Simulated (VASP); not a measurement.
# C in VASP: further runs

C is run at these levels: r2SCAN, PBE, LDA; tasks: single point.

Everything below comes from runs of VASP 6.6.1. Logs are shortened: lines on timing, memory, paths and dates and some standing lists are left out, and cuts for length are marked.

### Step 1. The cell of the first run

The cell holds a slab with vacuum, 2 atoms: a = 2.440 Å, b = 2.440 Å, c = 8.467 Å, α = 90.00°, β = 90.00°, γ = 120.00°.

### Step 2. Single point, r2SCAN

File POSCAR:

```
C
1.0
    2.4396853020      0.0000000000      0.0000000000
   -1.2198426510      2.1128294488      0.0000000000
    0.0000000000      0.0000000000      8.4665949023
C
2
Direct
    0.6666666667      0.3333333333      0.0000000000
    0.3333333333      0.6666666667      0.0000000000
```

File INCAR.step1:

```
SYSTEM = C
ALGO     = Normal         ! electronic algorithm
EDIFF    = 1E-4           ! SCF threshold, eV
ENCUT    = 520            ! plane-wave cutoff, eV
GGA      = PE             ! functional
ISMEAR   = -1             ! smearing method
LASPH    = .True.         ! aspherical terms in the spheres
LCHARG   = .False.        ! write CHGCAR
LREAL    = .False.        ! projectors in reciprocal space
LWAVE    = .True.         ! write WAVECAR
NBANDS   = 11             ! bands
NELM     = 100            ! most SCF steps
PREC     = Accurate       ! precision mode
SIGMA    = 0.05           ! smearing width, eV
```

File INCAR.step2:

```
SYSTEM = C
ALGO     = Normal         ! electronic algorithm
EDIFF    = 1E-6           ! SCF threshold, eV
ENCUT    = 520            ! plane-wave cutoff, eV
ISIF     = 2              ! what is computed and relaxed
ISMEAR   = -1             ! smearing method
ISTART   = 1            
LASPH    = .True.         ! aspherical terms in the spheres
LCHARG   = .True.         ! write CHGCAR
LELF     = .True.         ! ELF
LMIXTAU  = .True.       
LREAL    = .False.        ! projectors in reciprocal space
LVHAR    = .True.       
LWAVE    = .False.        ! write WAVECAR
METAGGA  = R2SCAN         ! meta-GGA
NBANDS   = 11             ! bands
NELM     = 100            ! most SCF steps
PREC     = Accurate       ! precision mode
SIGMA    = 0.05           ! smearing width, eV
```

File KPOINTS:

```
k-points
0
Gamma
  12 12 3
  0 0 0
```

Potentials or basis: VASP PAW PBE potentials, release 64 (C).

Launch:

```
cat potpaw_PBE.64/C/POTCAR > POTCAR
cp INCAR.step1 INCAR
mpirun -np 1 vasp_std > vasp.out
cp INCAR.step2 INCAR
mpirun -np 1 vasp_std > vasp.out
```

OUTCAR:

```text
SYSTEM = C
   EDIFF = 1E-6
   ENCUT = 520
   ISIF = 2
   ISMEAR = -1
   ISTART = 1
   LASPH = .True.
   LREAL = .False.
   METAGGA = R2SCAN
   NELM = 100
   PREC = Accurate

 ion  position               nearest neighbor table
   1  0.667  0.333  0.000-   2 1.41   2 1.41   2 1.41
   2  0.333  0.667  0.000-   1 1.41   1 1.41   1 1.41

  LATTYP: Found a hexagonal cell.
 ALAT       =     2.4396853020
 C/A-ratio  =     3.4703635323

  Lattice vectors:

 A1 = (   2.4396853020,   0.0000000000,   0.0000000000)
 A2 = (  -1.2198426510,   2.1128294488,   0.0000000000)
 A3 = (   0.0000000000,   0.0000000000,   8.4665949023)

Analysis of symmetry for initial positions (statically):
=====================================================================
 Subroutine PRICEL returns:
 Original cell was already a primitive cell.

 Routine SETGRP: Setting up the symmetry group for a
 hexagonal supercell.

 Subroutine GETGRP returns: Found 24 space group operations
 (whereof 24 operations were pure point group operations)
 out of a pool of 24 trial point group operations.

The static configuration has the point symmetry D_6h.

Analysis of symmetry for dynamics (positions and initial velocities):
=====================================================================
 Subroutine PRICEL returns:
 Original cell was already a primitive cell.

 Routine SETGRP: Setting up the symmetry group for a
 hexagonal supercell.

 Subroutine GETGRP returns: Found 24 space group operations
 (whereof 24 operations were pure point group operations)
 out of a pool of 24 trial point group operations.

The dynamic configuration has the point symmetry D_6h.

 Subroutine INISYM returns: Found 24 space group operations
 (whereof 24 operations are pure point group operations),
 and found     1 'primitive' translations

----------------------------------------------------------------------------------------

                                     Primitive cell

  volume of cell :      43.6422

  direct lattice vectors                    reciprocal lattice vectors
     2.439685302  0.000000000  0.000000000     0.409888931  0.236649485  0.000000000
    -1.219842651  2.112829449  0.000000000     0.000000000  0.473298969  0.000000000
     0.000000000  0.000000000  8.466594902     0.000000000  0.000000000  0.118111237

  length of vectors
     2.439685302  2.439685302  8.466594902     0.473298969  0.473298969  0.118111237

  position of ions in fractional coordinates (direct lattice)
     0.666666667  0.333333333  0.000000000
     0.333333333  0.666666667  0.000000000

  ion indices of the primitive-cell ions
   primitive index   ion index
                 1           1
                 2           2

----------------------------------------------------------------------------------------

 KPOINTS: k-points

Automatic generation of k-mesh.
 Grid dimensions read from file:
 generate k-points for:   12   12    3

 Generating k-lattice:

  Cartesian coordinates                     Fractional coordinates (reciprocal lattice)
     0.034157411  0.019720790  0.000000000     0.083333333  0.000000000  0.000000000
     0.000000000  0.039441581  0.000000000     0.000000000  0.083333333  0.000000000
     0.000000000  0.000000000  0.039370412     0.000000000  0.000000000  0.333333333

  Length of vectors
     0.039441581  0.039441581  0.039370412

  Shift w.r.t. Gamma in fractional coordinates (k-lattice)
     0.000000000  0.000000000  0.000000000

 Subroutine IBZKPT returns following result:
 ===========================================

 Found     38 irreducible k-points:

 Following reciprocal coordinates:
            Coordinates               Weight
  0.000000  0.000000  0.000000      1.000000
  0.083333  0.000000  0.000000      6.000000
  0.166667  0.000000  0.000000      6.000000
  0.250000  0.000000  0.000000      6.000000
  0.333333  0.000000  0.000000      6.000000
  0.416667  0.000000  0.000000      6.000000
[... 16 lines left out ...]
  0.250000  0.000000  0.333333     12.000000
  0.333333  0.000000  0.333333     12.000000
 [... further k-points ...]
   k-points           NKPTS =     38   k-points in BZ     NKDIM =     38   number of bands    NBANDS=     11
   number of dos      NEDOS =    301   number of ions     NIONS =      2
   total plane-waves  NPLWV =  20736
   dimension x,y,z NGX =    18 NGY =   18 NGZ =   64
   dimension x,y,z NGXF=    36 NGYF=   36 NGZF=  128
   ions per type =               2
   NGX,Y,Z   is equivalent  to a cutoff of  12.27, 12.27, 12.57 a.u.
   NGXF,Y,Z  is equivalent  to a cutoff of  24.53, 24.53, 25.13 a.u.
 SYSTEM =  C
   PREC   = accura    normal or accurate (medium, high low for compatibility)
   ISTART =      1    job   : 0-new  1-cont  2-samecut
   ICHARG =      0    charge: 1-file 2-atom 10-const
   ISPIN  =      1    spin polarized calculation?
   LNONCOLLINEAR =      F non collinear calculations
   LSORBIT =      F    spin-orbit coupling
[... 31 lines left out ...]
   IVDW    =     0    specifies the selected vdW correction
   LEPSILON=     F    determine dielectric tensor
   LRPA    =     F    only Hartree local field effects (RPA)
 non-spin polarized calculation
  energy-cutoff  :      520.00
  volume of cell :       43.64
 maximum number of plane-waves:      1204
   NGX =  9   NGY =  9   NGZ = 31

 number of electron       7.9999998 magnetization

 Free energy of the ion-electron system (eV)
  ---------------------------------------------------
  ext. energy  EPLUGINS =         0.00000000
  ---------------------------------------------------
  free energy    TOTEN  =       -19.82886255 eV

  energy without entropy =      -19.82693714  energy(sigma->0) =      -19.82789985

 E-fermi :  -0.6083     XC(G=0):  -5.1118

 val. band max:       -0.6083063713   @ k =   0.3333   0.3333   0.3333
 cond. band min:      -0.6082569956   @ k =   0.3333   0.3333   0.0000
 fundamental gap:      0.0000493757
 Fermi energy:        -0.6082899288

 k-point     1 :       0.0000    0.0000    0.0000
  band No.  band energies     occupation
      1     -21.6474      2.00000
      2      -8.8974      2.00000
      3      -3.8371      2.00000
      4      -3.8371      2.00000
      5       2.7013      0.00000
      6       5.1841      0.00000
      7       6.6987      0.00000
      8       8.2326      0.00000
      9       8.2326      0.00000
     10      12.1670      0.00000
     11      13.1225      0.00000

 k-point     2 :       0.0833    0.0000    0.0000
  band No.  band energies     occupation
      1     -21.4707      2.00000
      2      -8.6855      2.00000
      3      -4.5472      2.00000
      4      -4.2090      2.00000
      5       2.9319      0.00000
      6       5.4099      0.00000
      7       6.9160      0.00000
      8       8.3353      0.00000
      9       8.9941      0.00000
     10      11.5148      0.00000
     11      13.4449      0.00000

 k-point     3 :       0.1667    0.0000    0.0000
  band No.  band energies     occupation
      1     -20.9429      2.00000
      2      -8.0555      2.00000
      3      -6.3282      2.00000
      4      -5.0761      2.00000
      5       3.6240      0.00000
      6       6.0826      0.00000
      7       7.5536      0.00000
      8       8.3693      0.00000
      9       9.7827      0.00000
     10      11.0090      0.00000
     11      14.4667      0.00000

 k-point     4 :       0.2500    0.0000    0.0000
  band No.  band energies     occupation
      1     -20.0700      2.00000
      2      -8.6020      2.00000
      3      -7.0273      2.00000
      4      -6.0343      2.00000
      5       4.7763      0.00000
      6       7.0438      0.00000
      7       7.5690      0.00000
      8       7.9745      0.00000
      9       8.8191      0.00000
     10      13.7982      0.00000
     11      15.4212      0.00000
[... 239 lines left out ...]
 k-point    22 :       0.1667    0.0000    0.3333
  band No.  band energies     occupation
      1     -20.9429      2.00000
      2      -8.0558      2.00000
      3      -6.3282      2.00000
      4      -5.0761      2.00000
      5       3.9772      0.00000
      6       4.9900      0.00000
      7       8.2886      0.00000
      8       9.1342      0.00000
      9       9.7945      0.00000
     10      11.0091      0.00000
     11      12.5187      0.00000

 k-point    23 :       0.2500    0.0000    0.3333
  band No.  band energies     occupation
      1     -20.0700      2.00000
      2      -8.6020      2.00000
      3      -7.0275      2.00000
      4      -6.0343      2.00000
      5       5.1232      0.00000
      6       6.1087      0.00000
      7       7.4126      0.00000
      8       8.0431      0.00000
      9      10.2454      0.00000
     10      13.5811      0.00000
     11      13.7980      0.00000

 k-point    24 :       0.3333    0.0000    0.3333
  band No.  band energies     occupation
      1     -18.8654      2.00000
      2     -10.9827      2.00000
      3      -6.8305      2.00000
      4      -5.6539      2.00000
      5       4.7763      0.00000
      6       6.7246      0.00000
      7       7.6120      0.00000
      8       7.8577      0.00000
      9      11.7382      0.00000
     10      14.9862      0.00000
     11      16.3506      0.00000

 [... further k-points ...]
[... 5 lines left out ...]
  --------------------------------------------------------------------------------------
  -------------------------------------------------------------------------------------
  Total        1.0680170      1.0680170     -0.0135443      0.0000000     -0.0000000      0.0000000
  in kB       39.2086326     39.2086326     -0.4972314      0.0000000     -0.0000000      0.0000000
  external PRESSURE =      25.9733446 kB  Pullay stress =       0.0000000 kB

 VOLUME and BASIS-vectors are now :
 -----------------------------------------------------------------------------
  energy-cutoff  :      520.00
  volume of cell :       43.64
      direct lattice vectors                 reciprocal lattice vectors
     2.439685302  0.000000000  0.000000000     0.409888931  0.236649485  0.000000000
    -1.219842651  2.112829449  0.000000000     0.000000000  0.473298969  0.000000000
     0.000000000  0.000000000  8.466594902     0.000000000  0.000000000  0.118111237

 POSITION                                       TOTAL-FORCE (eV/Angst)
 -----------------------------------------------------------------------------------
      1.21984      0.70428      0.00000         0.000000      0.000000      0.000000
     -0.00000      1.40855      0.00000        -0.000000     -0.000000     -0.000000
 -----------------------------------------------------------------------------------
    total drift:                                0.000000     -0.000000      0.000000

  FREE ENERGIE OF THE ION-ELECTRON SYSTEM (eV)
  ---------------------------------------------------
  free  energy   TOTEN  =       -19.8288625517 eV

  energy  without entropy=      -19.8269371430  energy(sigma->0) =      -19.82789985
```

It took 2.7 min on 1 thread of AMD EPYC 7R13, shared host; peak memory 0.13 GiB.

What came out:

```yaml
Free_energy: -19.8289 eV
Band_gap_on_the_k_mesh: zero (filled and empty bands touch)
```

Caveat: the PAW data sets were made with another functional, which shifts forces and pressure a little.

### Step 3. Single point, r2SCAN

This run uses another cell than the first one, of 23.60 Å³/atom, 1.082 times its volume.

File POSCAR:

```
C
1.0
    2.5043425914      0.0000000000      0.0000000000
   -1.2521712957      2.1688243040      0.0000000000
    0.0000000000      0.0000000000      8.6909792017
C
2
Direct
    0.6666666667      0.3333333333      0.0000000000
    0.3333333333      0.6666666667      0.0000000000
```

File INCAR.step1:

```
PREC     = Accurate       # precision mode
ENCUT    = 520            # plane-wave cutoff, eV
ISMEAR   = -1             # smearing method
SIGMA    = 0.05           # smearing width, eV
LREAL    = False          # projectors in reciprocal space
LASPH    = True           # aspherical terms in the spheres
NELM     = 80             # most SCF steps
NBANDS   = 11             # bands
GGA      = PE             # functional
ALGO     = Normal         # electronic algorithm
EDIFF    = 1E-4           # SCF threshold, eV
LWAVE    = True           # write WAVECAR
LCHARG   = False          # write CHGCAR
```

File INCAR.step2:

```
PREC     = Accurate       # precision mode
ENCUT    = 520            # plane-wave cutoff, eV
EDIFF    = 1E-6           # SCF threshold, eV
ISMEAR   = -1             # smearing method
SIGMA    = 0.05           # smearing width, eV
LREAL    = False          # projectors in reciprocal space
LASPH    = True           # aspherical terms in the spheres
NELM     = 80             # most SCF steps
ALGO     = Normal         # electronic algorithm
ISIF     = 2              # what is computed and relaxed
LWAVE    = False          # write WAVECAR
LCHARG   = False          # write CHGCAR
METAGGA  = R2SCAN         # meta-GGA
LMIXTAU  = True         
NBANDS   = 11             # bands
ISTART   = 1
```

File KPOINTS:

```
regular mesh
0
Gamma
  12 12 3
```

Potentials or basis: VASP PAW PBE potentials, release 64 (C).

Launch:

```
cat potpaw_PBE.64/C/POTCAR > POTCAR
cp INCAR.step1 INCAR
mpirun -np 1 vasp_std > vasp.out
cp INCAR.step2 INCAR
mpirun -np 1 vasp_std > vasp.out
```

Wall time 3.5 min (1 thread of AMD EPYC 7R13, shared host); peak memory 0.14 GiB.

The run converged. Its results:

```
Free energy            : -19.7902 eV
Band gap on the k mesh : zero (filled and empty bands touch)
```

Levels at points of the mesh, in eV from the Fermi level:
| k point | band 1 | band 2 | band 3 | band 4 | band 5 | band 6 | band 7 | band 8 |
| --- | --- | --- | --- | --- | --- | --- | --- | --- |
| (0.00, 0.00, 0.00) | -20.38 | -7.74 | -3.25 | -3.25 | 3.59 | 5.91 | 7.39 | 8.33 |
| (0.50, 0.00, 0.00) | -15.12 | -13.72 | -6.67 | -2.42 | 1.78 | 7.17 | 11.39 | 11.48 |

Caveat: the PAW data sets were made with another functional, which shifts forces and pressure a little.

### Step 4. Single point, PBE

This run uses another cell than the first one, of 22.27 Å³/atom, 1.020 times its volume.

File INCAR:

```
SYSTEM = C
PREC     = Accurate       ! precision mode
ENCUT    = 600            ! plane-wave cutoff, eV
EDIFF    = 1E-6           ! SCF threshold, eV
ISMEAR   = -1             ! smearing method
SIGMA    = 0.02           ! smearing width, eV
LREAL    = .FALSE.        ! projectors in reciprocal space
LASPH    = .TRUE.         ! aspherical terms in the spheres
NELM     = 120            ! most SCF steps
ALGO     = Normal         ! electronic algorithm
ISIF     = 2              ! what is computed and relaxed
LWAVE    = .FALSE.        ! write WAVECAR
LCHARG   = .FALSE.        ! write CHGCAR
GGA      = PE             ! functional
NBANDS   = 11             ! bands
GGA_COMPAT= .FALSE.
```

File KPOINTS:

```
Automatic mesh
0
G
  6 6 2
  0 0 0
```

File POSCAR:

```
C
1.0
    2.4561701622      0.0000000000      0.0000000000
   -1.2280850811      2.1271057565      0.0000000000
    0.0000000000      0.0000000000      8.5238033600
C
2
Direct
    0.6666666667      0.3333333333      0.0000000000
    0.3333333333      0.6666666667      0.0000000000
```

Launch:

```
cat potpaw_PBE.64/C/POTCAR > POTCAR
mpirun -np 1 vasp_std > vasp.out
```

Run time: 7.7 s. Hardware: 1 thread of Intel Xeon Platinum 8375C at 2.90GHz (Ice Lake), shared host; peak memory 0.15 GiB.

It converged, with:

```
Free energy            : -18.3983 eV
Band gap on the k mesh : zero (filled and empty bands touch)
```

Levels at points of the mesh, in eV from the Fermi level:
| k point | band 1 | band 2 | band 3 | band 4 | band 5 | band 6 | band 7 | band 8 | band 9 |
| --- | --- | --- | --- | --- | --- | --- | --- | --- | --- |
| (0.00, 0.00, 0.00) | -19.62 | -7.70 | -3.04 | -3.04 | 2.95 | 5.27 | 6.96 | 8.38 | 8.38 |
| (0.50, 0.00, 0.00) | -14.32 | -13.32 | -6.46 | -2.38 | 1.68 | 7.48 | 10.92 | 11.06 | 12.63 |
| (0.00, 0.00, 0.50) | -19.62 | -7.70 | -3.04 | -3.04 | 3.69 | 3.74 | 8.38 | 8.38 | 8.95 |
| (0.50, 0.00, 0.50) | -14.32 | -13.32 | -6.46 | -2.38 | 1.68 | 7.48 | 11.44 | 11.63 | 11.71 |

Caveat: the k points lie up to 0.49 Å⁻¹ apart.

### Step 5. Single point, LDA

This run uses another cell than the first one, of 22.27 Å³/atom, 1.020 times its volume.

File INCAR:

```
SYSTEM = C
ALGO = Normal
EDIFF = 1E-6
ENCUT = 600
GGA_COMPAT = .False.
ISIF = 2
ISMEAR = 0
LASPH = .True.
LCHARG = .False.
LREAL = .False.
LWAVE = .False.
NBANDS = 11
NELM = 120
PREC = Accurate
SIGMA = 0.1
```

File KPOINTS:

```
k-points
0
Gamma
  12 12 3
  0 0 0
```

POSCAR is that of step 4.

Potentials or basis: VASP PAW LDA potentials, release 64 (C).

Launch:

```
cat potpaw_LDA.64/C/POTCAR > POTCAR
mpirun -np 1 vasp_std > vasp.out
```

Run time: 16 s. Hardware: 1 thread of Intel Xeon Platinum 8375C at 2.90GHz (Ice Lake), shared host; peak memory 0.14 GiB.

It converged, with:

* Free energy: -20.1750 eV
* Band gap on the k mesh: zero (filled and empty bands touch)

Levels at points of the mesh, in eV from the Fermi level:
```
           k point  band 1  band 2  band 3  band 4  band 5  band 6  band 7  band 8
(0.00, 0.00, 0.00)  -19.39   -7.72   -3.03   -3.03    3.13    5.48    7.09    8.33
(0.50, 0.00, 0.00)  -14.07  -13.23   -6.44   -2.38    1.63    7.56   11.05   11.14
```

### Step 6. Summary

```tsv
level	potentials or basis	cell	k mesh	cutoff (eV)	smearing	gap on the mesh (eV)
r2SCAN	VASP PAW PBE potentials, release 64 (C)	a = 2.440, b = 2.440, c = 8.467 Å, angles 90.0, 90.0, 120.0°, 2 atoms	12 × 12 × 3	520	fermi-dirac 0.05 eV	none
r2SCAN	VASP PAW PBE potentials, release 64 (C)	a = 2.504, b = 2.504, c = 8.691 Å, angles 90.0, 90.0, 120.0°, 2 atoms	12 × 12 × 3	520	fermi-dirac 0.05 eV	none
PBE	VASP PAW PBE potentials, release 64 (C)	a = 2.456, b = 2.456, c = 8.524 Å, angles 90.0, 90.0, 120.0°, 2 atoms	6 × 6 × 2	600	fermi-dirac 0.02 eV	none
LDA	VASP PAW LDA potentials, release 64 (C)	a = 2.456, b = 2.456, c = 8.524 Å, angles 90.0, 90.0, 120.0°, 2 atoms	12 × 12 × 3	600	gaussian 0.1 eV	none
```

Alike in all rows: task single point; no spin polarisation.

Caveats: some runs use coarse meshes; the PAW data sets were made with another functional, which shifts forces and pressure a little (some runs).

Absolute energies hang on the potentials; compare differences alone.
